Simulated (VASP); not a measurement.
The system is CdF2.

```
Cd F
1.0
     4.08364    0.00000    0.00000
     0.00000    4.08364    0.00000
     0.00000    0.00000    5.77514
Cd F
1 2
Direct
  0.00000 0.00000 0.00000
  0.50000 0.00000 0.25000
  0.00000 0.50000 0.75000
```

This cell differs from its parent crystal: atoms taken out.

```yaml
Program: VASP 6.6.1
Task: relaxation of cell and atoms
Functional: PBE
Potentials_or_basis: VASP PAW PBE potentials, release 64 (Cd_sv_GW, F)
Cutoff: 700 eV
k_mesh: 4 × 4 × 4
Occupations: gaussian, width 0.1 eV
Spin: no spin polarisation
```

At the start: pressure -8.6 GPa; volume 32.10 Å³/atom.

Q: Where does the relaxation end?

A: Over 37 steps the energy falls by 561.5 meV/atom and the volume is 15.84 Å³/atom (-50.7 %); space group P-4m2 (No. 115, to 0.1 Å) before and after.

Step by step:
| step | energy change (eV) | largest force (eV/Å) | pressure (GPa) | volume (Å³) |
| --- | --- | --- | --- | --- |
| 1 | 0.0000 | 1.9409 | -8.59 | 96.31 |
| 2 | -1.3214 | 0.9775 | -4.80 | 74.24 |
| 3 | -1.4904 | 0.1357 | 0.44 | 66.49 |
| 4 | -1.4896 | 0.2078 | -0.05 | 67.02 |
| 5 | -1.5051 | 0.2013 | -0.26 | 67.39 |
| 6 | -1.5364 | 0.1960 | -0.98 | 68.42 |
| 7 | -1.5293 | 0.2251 | -2.73 | 70.08 |
| 8 | -1.5440 | 0.2099 | -1.60 | 69.06 |
| 9 | -1.5571 | 0.0726 | -0.77 | 67.92 |
| 10 | -1.5618 | 0.0672 | 0.13 | 66.77 |
| 11 | -1.5619 | 0.0741 | 0.17 | 66.71 |
| 12 | -1.5632 | 0.0733 | 0.10 | 66.61 |
| 13 | -1.5663 | 0.0698 | -0.13 | 66.30 |
| 14 | -1.5679 | 0.0627 | -0.64 | 65.60 |
| 15 | -1.5681 | 0.0648 | -0.47 | 65.83 |
| 16 | -1.5697 | 0.0938 | -0.31 | 65.23 |
| 17 | -1.5720 | 0.1716 | 0.18 | 63.61 |
| 18 | -1.5741 | 0.1674 | 0.08 | 63.18 |
| 19 | -1.5799 | 0.1585 | -0.19 | 61.87 |
| 20 | -1.5881 | 0.1582 | -0.61 | 59.18 |
| 21 | -1.5922 | 0.1751 | -0.54 | 58.41 |
| 22 | -1.5970 | 0.1973 | -0.36 | 57.44 |
| 23 | -1.6054 | 0.2457 | 0.07 | 55.51 |
| 24 | -1.6113 | 0.3624 | 1.35 | 51.72 |
| 25 | -1.6145 | 0.3583 | 1.34 | 51.22 |
| 26 | -1.6206 | 0.3490 | 1.46 | 49.73 |
| 27 | -1.6091 | 0.3518 | 2.21 | 46.78 |
| 28 | -1.6188 | 0.3585 | 1.62 | 49.06 |
| 29 | -1.6266 | 0.3135 | 1.09 | 49.19 |
| 30 | -1.6424 | 0.1820 | -0.31 | 49.59 |
| 31 | -1.6414 | 0.0644 | -3.10 | 50.37 |
| 32 | -1.6472 | 0.0572 | -1.79 | 49.97 |
| 33 | -1.6577 | 0.0413 | -1.66 | 49.64 |
| 34 | -1.6782 | 0.0220 | -1.32 | 48.63 |
| 35 | -1.6603 | 0.2189 | -0.79 | 46.61 |
| 36 | -1.6816 | 0.0679 | -1.21 | 48.10 |
| 37 | -1.6844 | 0.0105 | -0.17 | 47.52 |

Final structure:
```xyz
3
Lattice="3.7828 0.0000 0.0000 0.0000 3.7828 0.0000 0.0000 0.0000 3.3206" Properties=species:S:1:pos:R:3 pbc="T T T"
Cd    0.0000    0.0000    0.0000
F     1.8914    0.0000    1.0868
F     0.0000    1.8914    2.2338
```

Caveat: the cell differs from its parent crystal (atoms taken out); the volume moved by over 15 % at a fixed basis, so the end points are rough.
